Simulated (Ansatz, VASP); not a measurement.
# PbO in VASP and in Ansatz

Contents of INCAR:

```
SYSTEM = PbO
PREC     = Accurate       ! precision mode
ENCUT    = 520            ! plane-wave cutoff, eV
EDIFF    = 1E-6           ! SCF threshold, eV
ISMEAR   = -1             ! smearing method
SIGMA    = 0.03           ! smearing width, eV
LREAL    = .FALSE.        ! projectors in reciprocal space
LASPH    = .TRUE.         ! aspherical terms in the spheres
NELM     = 80             ! most SCF steps
ALGO     = Normal         ! electronic algorithm
ISIF     = 2              ! what is computed and relaxed
LWAVE    = .FALSE.        ! write WAVECAR
LCHARG   = .FALSE.        ! write CHGCAR
GGA      = PE             ! functional
NBANDS   = 28             ! bands
```

Contents of KPOINTS:

```
regular mesh
0
G
  8 8 6
  0 0 0
```

The input POSCAR:

```
PbO
1.0
    3.9744000000      0.0000000000      0.0000000000
    0.0000000000      3.9744000000      0.0000000000
    0.0000000000      0.0000000000      5.0220000000
Pb O
2 2
Direct
    0.0000000000      0.5000000000      0.2351000000
    0.5000000000      0.0000000000      0.7649000000
    0.0000000000      0.0000000000      0.0000000000
    0.5000000000      0.5000000000      0.0000000000
```

Input for Ansatz:

```yaml
crystal:
  lattice:
    - [3.9744, 0.0, 0.0]
    - [0.0, 3.9744, 0.0]
    - [0.0, 0.0, 5.022]
  atoms:
    - { symbol: Pb, position: [0.0, 0.5, 0.2351] }
    - { symbol: Pb, position: [0.5, 0.0, 0.7649] }
    - { symbol: O, position: [0.0, 0.0, 0.0] }
    - { symbol: O, position: [0.5, 0.5, 0.0] }
kpoints:
  mp_grid: { grid: [8, 8, 6] }
  band_path:
    path:
      - [0.0, 0.0, 0.0]
      - [0.0, 0.5, 0.0]
      - [0.5, 0.5, 0.0]
      - [0.0, 0.0, 0.0]
      - [0.0, 0.0, 0.5]
      - [0.0, 0.5, 0.5]
      - [0.5, 0.5, 0.5]
      - [0.0, 0.0, 0.5]
      - [0.0, 0.5, 0.0]
    npoints: 8
scf:
  occupations: { method: fermi_dirac, width: 0.03 }
hamiltonian:
  xc: pbe
  pseudopotentials: { kind: all_electron, lapw: { basis_error: 0.0005 } }
output:
  forces: true
  stress: true
  eigenvalues: true
  fatbands: true
  populations: true
  dos: { projected: true, de: 0.2, e_range: [-14, 8] }
```

Alike in both runs: task single point; functional PBE; k mesh 8 × 8 × 6; occupations fermi-dirac, width 0.03 eV; no spin polarisation.

|  | VASP | Ansatz |
| --- | --- | --- |
| version | VASP 6.6.1 | Ansatz 0.2.0 |
| potentials or method | VASP PAW PBE potentials, release 64 (Pb_d, O), cutoff 520 eV | all-electron LAPW, scalar-relativistic |

VASP gave:

| Property | Result |
| --- | --- |
| gap on the k mesh at the Fermi level (eV) | 1.25 |
| pressure (GPa) | 4.9 |
| traceless stress, the component that is largest in VASP (GPa) | -0.67 |
| rms of the force components (eV/Å) | 0.203 |

Problem. Which values does Ansatz return?

Solution. gap on the k mesh at the Fermi level (eV): 1.24; pressure (GPa): 4.9; traceless stress, the component that is largest in VASP (GPa): -0.66; rms of the force components (eV/Å): 0.186.

Atom by atom the forces differ by 0.017 eV/Å (rms over components). Ansatz ran all-electron here, and VASP with PAW potentials.

Spin-orbit coupling is off throughout.
